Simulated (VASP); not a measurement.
# Ca (Fm-3m) in VASP: a series of runs

Runs on Ca. Level: PBE. Tasks: single point.

Program: VASP 6.6.1. These are calculated values, not measurements. Logs are shortened: lines on timing, memory, paths and dates and some standing lists are left out, and cuts for length are marked.

**1. The cell of the first run**

The structure is cubic, space group Fm-3m (No. 225). Conventional cell: a = 5.525 Å, b = 5.525 Å, c = 5.525 Å, α = 90.00°, β = 90.00°, γ = 90.00°. Ca (site symmetry m-3m) has 12 Ca at 3.91 Å within 5.1 Å.

**2. Single point, PBE**

The input, INCAR:

```
ALGO     = Normal         # electronic algorithm
EDIFF    = 1E-6           # SCF threshold, eV
ENCUT    = 520            # plane-wave cutoff, eV
GGA      = PE             # functional
ISIF     = 2              # what is computed and relaxed
ISMEAR   = 1              # smearing method
LASPH    = True           # aspherical terms in the spheres
LCHARG   = False          # write CHGCAR
LREAL    = False          # projectors in reciprocal space
LWAVE    = False          # write WAVECAR
NBANDS   = 11             # bands
NELM     = 60             # most SCF steps
PREC     = Accurate       # precision mode
SIGMA    = 0.6            # smearing width, eV
```

The input, KPOINTS:

```
k-points
0
Gamma
  10 10 10
```

The input, POSCAR:

```
Ca
1.0
    0.0000000000      2.7627089163      2.7627089163
    2.7627089163      0.0000000000      2.7627089163
    2.7627089163      2.7627089163      0.0000000000
Ca
1
Direct
    0.0000000000      0.0000000000      0.0000000000
```

Potentials or basis: VASP PAW PBE potentials, release 64 (Ca_sv).

The run is started by

```bash
$ cat potpaw_PBE.64/Ca_sv/POTCAR > POTCAR
$ mpirun -np 1 vasp_std > vasp.out
```

OUTCAR:

```text
EDIFF = 1E-6
   ENCUT = 520
   GGA = PE
   ISIF = 2
   ISMEAR = 1
   LASPH = True
   LREAL = False
   NELM = 60
   PREC = Accurate

 ion  position               nearest neighbor table
   1  0.000  0.000  0.000-

  LATTYP: Found a face centered cubic cell.
 ALAT       =     5.5254178326

  Lattice vectors:

 A1 = (   0.0000000000,   2.7627089163,   2.7627089163)
 A2 = (   2.7627089163,   0.0000000000,   2.7627089163)
 A3 = (   2.7627089163,   2.7627089163,   0.0000000000)

Analysis of symmetry for initial positions (statically):
=====================================================================
 Subroutine PRICEL returns:
 Original cell was already a primitive cell.

 Routine SETGRP: Setting up the symmetry group for a
 face centered cubic supercell.

 Subroutine GETGRP returns: Found 48 space group operations
 (whereof 48 operations were pure point group operations)
 out of a pool of 48 trial point group operations.

The static configuration has the point symmetry O_h .

Analysis of symmetry for dynamics (positions and initial velocities):
=====================================================================
 Subroutine PRICEL returns:
 Original cell was already a primitive cell.

 Routine SETGRP: Setting up the symmetry group for a
 face centered cubic supercell.

 Subroutine GETGRP returns: Found 48 space group operations
 (whereof 48 operations were pure point group operations)
 out of a pool of 48 trial point group operations.

The dynamic configuration has the point symmetry O_h .

 Subroutine INISYM returns: Found 48 space group operations
 (whereof 48 operations are pure point group operations),
 and found     1 'primitive' translations

----------------------------------------------------------------------------------------

                                     Primitive cell

  volume of cell :      42.1731

  direct lattice vectors                    reciprocal lattice vectors
     0.000000000  2.762708916  2.762708916    -0.180981788  0.180981788  0.180981788
     2.762708916  0.000000000  2.762708916     0.180981788 -0.180981788  0.180981788
     2.762708916  2.762708916  0.000000000     0.180981788  0.180981788 -0.180981788

  length of vectors
     3.907060418  3.907060418  3.907060418     0.313469652  0.313469652  0.313469652

  position of ions in fractional coordinates (direct lattice)
     0.000000000  0.000000000  0.000000000

  ion indices of the primitive-cell ions
   primitive index   ion index
                 1           1
[... 78 lines left out ...]
   ISIF   =      2    stress and relaxation
   ISYM   =      2    0-nonsym 1-usesym 2-fastsym
   POTIM  = 0.5000    time-step for ionic-motion
   TEBEG  =    0.0;   TEEND  =   0.0 temperature during run
   PSTRESS=    0.0 pullay stress
   NELECT =      10.0000    total number of electrons
   NUPDOWN=      -1.0000    fix difference up-down
   EMIN   =  10.00;   EMAX   =-10.00  energy-range for DOS
   EFERMI =   0.00;   METHOD = LEGACY
   ISMEAR =     1;   SIGMA  =   0.60  broadening in eV -4-tet -1-fermi 0-gaus
   EFERMI_NEDOS =   21; number of points for ismear=-14 and -15
   IALGO  =     38    algorithm
   IMIX   =      4    mixing-type and parameters
     AMIX     =   0.40;   BMIX     =  1.00
     AMIX_MAG =   1.60;   BMIX_MAG =  1.00
  volume/ion in A,a.u.               =      42.17       284.60
  Fermi-wavevector in a.u.,A,eV,Ry     =   1.013281  1.914823 13.969611  1.026737
  Thomas-Fermi vector in A             =   2.146440
   LORBIT       =      0    0 simple, 1 ext, 2 COOP (PROOUT), +10 PAW based schemes
   GGA     = PE    functional components
   LHFCALC =     F    Hartree Fock is set to
   AEXX    =    0.0000 exact exchange contribution
   IVDW    =     0    specifies the selected vdW correction
   LEPSILON=     F    determine dielectric tensor
   LRPA    =     F    only Hartree local field effects (RPA)
 non-spin polarized calculation
 Methfessel and Paxton  Order N= 1 SIGMA  =   0.60
  energy-cutoff  :      520.00
  volume of cell :       42.17
 maximum number of plane-waves:      1158
 NGX is ok and might be reduce to    30
   NGX = 15   NGY = 15   NGZ = 15

 number of electron      10.0000001 magnetization

 Free energy of the ion-electron system (eV)
  ---------------------------------------------------
  ext. energy  EPLUGINS =         0.00000000
  ---------------------------------------------------
  free energy    TOTEN  =        -1.92777982 eV

  energy without entropy =       -1.94366592  energy(sigma->0) =       -1.93307519

 E-fermi :   1.9818     XC(G=0):  -7.7394

 val. band max:        1.9803130219   @ k =  -0.3000   0.4000   0.1000
 cond. band min:       2.0505992245   @ k =  -0.4000   0.2000   0.0000
 fundamental gap:      0.0702862026
 Fermi energy:         1.9817798207

 k-point     1 :       0.0000    0.0000    0.0000
  band No.  band energies     occupation
      1     -40.0675      2.00000
      2     -20.9834      2.00000
      3     -20.9834      2.00000
      4     -20.9834      2.00000
      5      -2.0657      2.00000
      6       4.2930     -0.00000
      7       4.2930     -0.00000
      8       4.2930     -0.00000
      9       5.3621     -0.00000
     10       5.3621     -0.00000
     11      11.0831     -0.00000
[... 309 lines left out ...]
 k-point    24 :       0.4000    0.3000    0.0000
  band No.  band energies     occupation
      1     -40.0530      2.00000
      2     -21.0887      2.00000
      3     -21.0266      2.00000
      4     -21.0223      2.00000
      5       0.4553      2.00190
      6       2.7970     -0.06634
      7       3.4535     -0.00285
      8       5.2533     -0.00000
      9       5.5599     -0.00000
     10       5.9966     -0.00000
     11       8.5953     -0.00000

 [... further k-points ...]

------------------------ aborting loop because EDIFF is reached ----------------------------------------

  FORCE on cell =-STRESS in cart. coord.  units (eV):
  Direction    XX          YY          ZZ          XY          YZ          ZX
  --------------------------------------------------------------------------------------
  -------------------------------------------------------------------------------------
  Total       -0.0029279     -0.0029279     -0.0029279      0.0000000      0.0000000     -0.0000000
  in kB       -0.1112315     -0.1112315     -0.1112315      0.0000000      0.0000000     -0.0000000
  external PRESSURE =      -0.1112315 kB  Pullay stress =       0.0000000 kB

 VOLUME and BASIS-vectors are now :
 -----------------------------------------------------------------------------
  energy-cutoff  :      520.00
  volume of cell :       42.17
      direct lattice vectors                 reciprocal lattice vectors
     0.000000000  2.762708916  2.762708916    -0.180981788  0.180981788  0.180981788
     2.762708916  0.000000000  2.762708916     0.180981788 -0.180981788  0.180981788
     2.762708916  2.762708916  0.000000000     0.180981788  0.180981788 -0.180981788

 POSITION                                       TOTAL-FORCE (eV/Angst)
 -----------------------------------------------------------------------------------
      0.00000      0.00000      0.00000         0.000000      0.000000      0.000000
 -----------------------------------------------------------------------------------
    total drift:                               -0.000000     -0.000000      0.000000

  FREE ENERGIE OF THE ION-ELECTRON SYSTEM (eV)
  ---------------------------------------------------
  free  energy   TOTEN  =        -1.9277798193 eV

  energy  without entropy=       -1.9436659243  energy(sigma->0) =       -1.93307519
```

Wall time 28 s (1 thread of Intel Xeon 8259CL, shared host); peak memory 0.17 GiB.

Results:

```yaml
Free_energy: -1.9278 eV
Pressure: 0.0 GPa
Band_gap_on_the_k_mesh: zero (bands 5 and 6 overlap by 0.27 eV)
```

Levels at points of the mesh, in eV from the Fermi level:
| k point | band 1 | band 2 | band 3 | band 4 | band 5 | band 6 | band 7 | band 8 | band 9 | band 10 |
| --- | --- | --- | --- | --- | --- | --- | --- | --- | --- | --- |
| (0.00, 0.00, 0.00) | -42.05 | -22.97 | -22.97 | -22.97 | -4.05 | 2.31 | 2.31 | 2.31 | 3.38 | 3.38 |
| (0.50, 0.00, 0.00) | -42.04 | -23.10 | -22.98 | -22.98 | -1.01 | -0.18 | 2.20 | 2.20 | 4.07 | 4.07 |
| (0.50, 0.50, 0.00) | -42.03 | -23.10 | -23.02 | -23.02 | -0.48 | 0.55 | 0.95 | 4.06 | 4.25 | 4.25 |

Caveat: so wide a smearing shifts energies and pressures.

**3. Single point, PBE**

The input, INCAR:

```
PREC = Accurate
ENCUT = 520
EDIFF = 1E-6
ISMEAR = -1
SIGMA = 0.1
LREAL = False
LASPH = True
NELM = 80
ALGO = Normal
ISIF = 2
LWAVE = False
LCHARG = True
GGA = PE
LELF = True
LVHAR = True
NBANDS = 11
```

The input, KPOINTS:

```
Automatic mesh
0
Gamma
  11 11 11
```

POSCAR is that of step 2.

Potentials or basis: VASP PAW PBE potentials, release 64 (Ca_sv).

The run is started by

```bash
$ cat potpaw_PBE.64/Ca_sv/POTCAR > POTCAR
$ mpirun -np 1 vasp_std > vasp.out
```

OUTCAR:

```text
PREC = Accurate
   ENCUT = 520
   EDIFF = 1E-6
   ISMEAR = -1
   LREAL = False
   LASPH = True
   NELM = 80
   ISIF = 2
   GGA = PE

 ion  position               nearest neighbor table
   1  0.000  0.000  0.000-

  LATTYP: Found a face centered cubic cell.
 ALAT       =     5.5254178326

  Lattice vectors:

 A1 = (   0.0000000000,   2.7627089163,   2.7627089163)
 A2 = (   2.7627089163,   0.0000000000,   2.7627089163)
 A3 = (   2.7627089163,   2.7627089163,   0.0000000000)

Analysis of symmetry for initial positions (statically):
=====================================================================
 Subroutine PRICEL returns:
 Original cell was already a primitive cell.

 Routine SETGRP: Setting up the symmetry group for a
 face centered cubic supercell.

 Subroutine GETGRP returns: Found 48 space group operations
 (whereof 48 operations were pure point group operations)
 out of a pool of 48 trial point group operations.

The static configuration has the point symmetry O_h .

Analysis of symmetry for dynamics (positions and initial velocities):
[... 163 lines left out ...]

 k-point     1 :       0.0000    0.0000    0.0000
  band No.  band energies     occupation
      1     -40.0454      2.00000
      2     -20.9628      2.00000
      3     -20.9628      2.00000
      4     -20.9628      2.00000
      5      -2.0641      2.00000
      6       4.3047      0.00000
      7       4.3047      0.00000
      8       4.3047      0.00000
      9       5.3768      0.00000
     10       5.3768      0.00000
     11      11.0831      0.00000
[... 309 lines left out ...]
 k-point    24 :      -0.1818    0.1818    0.0000
  band No.  band energies     occupation
      1     -40.0364      2.00000
      2     -21.0390      2.00000
      3     -20.9951      2.00000
      4     -20.9726      2.00000
      5      -0.6467      2.00000
      6       3.2932      0.00000
      7       4.0501      0.00000
      8       4.8049      0.00000
      9       4.8729      0.00000
     10       5.8618      0.00000
     11       9.4333      0.00000

 [... further k-points ...]

------------------------ aborting loop because EDIFF is reached ----------------------------------------

  FORCE on cell =-STRESS in cart. coord.  units (eV):
  Direction    XX          YY          ZZ          XY          YZ          ZX
  --------------------------------------------------------------------------------------
  -------------------------------------------------------------------------------------
  Total        0.0050599      0.0050599      0.0050599      0.0000000      0.0000000      0.0000000
  in kB        0.1922264      0.1922264      0.1922264      0.0000000      0.0000000      0.0000000
  external PRESSURE =       0.1922264 kB  Pullay stress =       0.0000000 kB

 VOLUME and BASIS-vectors are now :
 -----------------------------------------------------------------------------
  energy-cutoff  :      520.00
  volume of cell :       42.17
      direct lattice vectors                 reciprocal lattice vectors
     0.000000000  2.762708916  2.762708916    -0.180981788  0.180981788  0.180981788
     2.762708916  0.000000000  2.762708916     0.180981788 -0.180981788  0.180981788
     2.762708916  2.762708916  0.000000000     0.180981788  0.180981788 -0.180981788

 POSITION                                       TOTAL-FORCE (eV/Angst)
 -----------------------------------------------------------------------------------
      0.00000      0.00000      0.00000         0.000000     -0.000000     -0.000000
 -----------------------------------------------------------------------------------
    total drift:                               -0.000000     -0.000000      0.000000

  FREE ENERGIE OF THE ION-ELECTRON SYSTEM (eV)
  ---------------------------------------------------
  free  energy   TOTEN  =        -1.9509569801 eV

  energy  without entropy=       -1.9112019323  energy(sigma->0) =       -1.93107946
```

OSZICAR:

```text
N       E                     dE             d eps       ncg     rms          rms(c)
DAV:   1     0.699579023603E+02    0.69958E+02   -0.50070E+03  1232   0.834E+02
DAV:   2    -0.310879623940E+00   -0.70269E+02   -0.69565E+02  1361   0.214E+02
DAV:   3    -0.189285525915E+01   -0.15820E+01   -0.15592E+01  1830   0.313E+01
DAV:   4    -0.196011022634E+01   -0.67255E-01   -0.67001E-01  1630   0.511E+00
DAV:   5    -0.196162749358E+01   -0.15173E-02   -0.15171E-02  1681   0.669E-01    0.220E+00
DAV:   6    -0.195353236159E+01    0.80951E-02   -0.11519E-02  1541   0.116E+00    0.135E+00
DAV:   7    -0.195139295947E+01    0.21394E-02   -0.17003E-02  1399   0.151E+00    0.103E-01
DAV:   8    -0.195094428244E+01    0.44868E-03   -0.19843E-03  1439   0.422E-01    0.223E-02
DAV:   9    -0.195095634828E+01   -0.12066E-04   -0.87544E-05  1607   0.793E-02    0.779E-03
DAV:  10    -0.195095698011E+01   -0.63183E-06   -0.72286E-06  1821   0.204E-02
   1 F= -.19509570E+01 E0= -.19310795E+01  d E =-.397550E-01
```

Run time: 26 s. Hardware: 1 thread of Intel Xeon 8259CL, shared host; peak memory 0.18 GiB.

Results:

| Property | Result |
| --- | --- |
| Free energy | -1.9510 eV |
| Pressure | 0.0 GPa |
| Band gap on the k mesh | zero (bands 5 and 6 overlap by 0.27 eV) |

**4. Single point, PBE**

The input, INCAR:

```
SYSTEM = Ca
PREC = Accurate
ENCUT = 520
EDIFF = 1E-7
ISMEAR = -1
SIGMA = 0.1
LREAL = .FALSE.
LASPH = .TRUE.
NELM = 60
ALGO = Normal
ISIF = 2
LWAVE = .FALSE.
LCHARG = .TRUE.
GGA = PE
LELF = .TRUE.
LVHAR = .TRUE.
NBANDS = 11
```

The input, KPOINTS:

```
regular mesh
0
G
  14 14 14
  0 0 0
```

POSCAR is that of step 3.

Potentials or basis: VASP PAW PBE potentials, release 64 (Ca_sv).

The run is started by

```bash
$ cat potpaw_PBE.64/Ca_sv/POTCAR > POTCAR
$ mpirun -np 1 vasp_std > vasp.out
```

OUTCAR:

```text
SYSTEM = Ca
   PREC = Accurate
   ENCUT = 520
   EDIFF = 1E-7
   ISMEAR = -1
   LREAL = .FALSE.
   LASPH = .TRUE.
   NELM = 60
   ISIF = 2
   GGA = PE

 ion  position               nearest neighbor table
   1  0.000  0.000  0.000-

  LATTYP: Found a face centered cubic cell.
 ALAT       =     5.5254178326

  Lattice vectors:

 A1 = (   0.0000000000,   2.7627089163,   2.7627089163)
 A2 = (   2.7627089163,   0.0000000000,   2.7627089163)
[... 515 lines left out ...]
     11       9.6815      0.00000

 [... further k-points ...]

------------------------ aborting loop because EDIFF is reached ----------------------------------------

  FORCE on cell =-STRESS in cart. coord.  units (eV):
  Direction    XX          YY          ZZ          XY          YZ          ZX
  --------------------------------------------------------------------------------------
  -------------------------------------------------------------------------------------
  Total        0.0079879      0.0079879      0.0079879     -0.0000000      0.0000000      0.0000000
  in kB        0.3034651      0.3034651      0.3034651     -0.0000000      0.0000000      0.0000000
  external PRESSURE =       0.3034651 kB  Pullay stress =       0.0000000 kB

 VOLUME and BASIS-vectors are now :
 -----------------------------------------------------------------------------
  energy-cutoff  :      520.00
  volume of cell :       42.17
      direct lattice vectors                 reciprocal lattice vectors
     0.000000000  2.762708916  2.762708916    -0.180981788  0.180981788  0.180981788
     2.762708916  0.000000000  2.762708916     0.180981788 -0.180981788  0.180981788
     2.762708916  2.762708916  0.000000000     0.180981788  0.180981788 -0.180981788

 POSITION                                       TOTAL-FORCE (eV/Angst)
 -----------------------------------------------------------------------------------
      0.00000      0.00000      0.00000        -0.000000      0.000000      0.000000
 -----------------------------------------------------------------------------------
    total drift:                               -0.000000     -0.000000      0.000000

  FREE ENERGIE OF THE ION-ELECTRON SYSTEM (eV)
  ---------------------------------------------------
  free  energy   TOTEN  =        -1.9508801434 eV

  energy  without entropy=       -1.9108094533  energy(sigma->0) =       -1.93084480
```

OSZICAR:

```text
N       E                     dE             d eps       ncg     rms          rms(c)
DAV:   1     0.667772670185E+02    0.66777E+02   -0.49652E+03  2288   0.819E+02
DAV:   2    -0.431344874431E+00   -0.67209E+02   -0.66629E+02  2495   0.208E+02
DAV:   3    -0.190940680862E+01   -0.14781E+01   -0.14634E+01  3459   0.303E+01
DAV:   4    -0.196050027745E+01   -0.51093E-01   -0.50905E-01  3053   0.455E+00
DAV:   5    -0.196156571022E+01   -0.10654E-02   -0.10653E-02  3215   0.514E-01    0.220E+00
DAV:   6    -0.195346468593E+01    0.81010E-02   -0.11335E-02  2836   0.116E+00    0.135E+00
DAV:   7    -0.195132137978E+01    0.21433E-02   -0.17082E-02  2628   0.152E+00    0.104E-01
DAV:   8    -0.195086867342E+01    0.45271E-03   -0.19879E-03  2725   0.425E-01    0.208E-02
DAV:   9    -0.195087987451E+01   -0.11201E-04   -0.92679E-05  3036   0.787E-02    0.487E-03
DAV:  10    -0.195088066572E+01   -0.79121E-06   -0.61628E-06  3399   0.200E-02    0.103E-03
DAV:  11    -0.195088031844E+01    0.34729E-06   -0.26428E-07  3505   0.302E-03    0.187E-03
DAV:  12    -0.195088014026E+01    0.17817E-06   -0.25177E-08  1603   0.185E-03    0.101E-04
DAV:  13    -0.195088014341E+01   -0.31533E-08   -0.80447E-09  1423   0.665E-04
   1 F= -.19508801E+01 E0= -.19308448E+01  d E =-.400707E-01
```

stdout:

```text
POSCAR found type information on POSCAR Ca
 POSCAR found :  1 types and       1 ions
 scaLAPACK will be used
 LDA part: xc-table for (Slater+PW92), standard interpolation
 POSCAR, INCAR and KPOINTS ok, starting setup
 FFT: planning ... GRIDC
 FFT: planning ... GRID_SOFT
 FFT: planning ... GRID
 WAVECAR not read
 entering main loop
```

It took 54 s on 1 thread of Intel Xeon 8259CL, shared host; peak memory 0.2 GiB.

What came out:

- Free energy: -1.9509 eV
- Pressure: 0.0 GPa
- Band gap on the k mesh: zero (bands 5 and 6 overlap by 0.31 eV)

**5. The runs side by side**

| k mesh | smearing | gap on the mesh (eV) | pressure (GPa) |
| --- | --- | --- | --- |
| 10 × 10 × 10 | methfessel-paxton 0.6 eV | none | 0.0 |
| 11 × 11 × 11 | fermi-dirac 0.1 eV | none | 0.0 |
| 14 × 14 × 14 | fermi-dirac 0.1 eV | none | 0.0 |

Alike in all rows: task single point; level PBE; potentials or basis VASP PAW PBE potentials, release 64 (Ca_sv); no spin polarisation; cell as given; cutoff (eV) 520.

Caveats: so wide a smearing shifts energies and pressures (at least some runs).

Absolute energies hang on the potentials; compare differences alone.
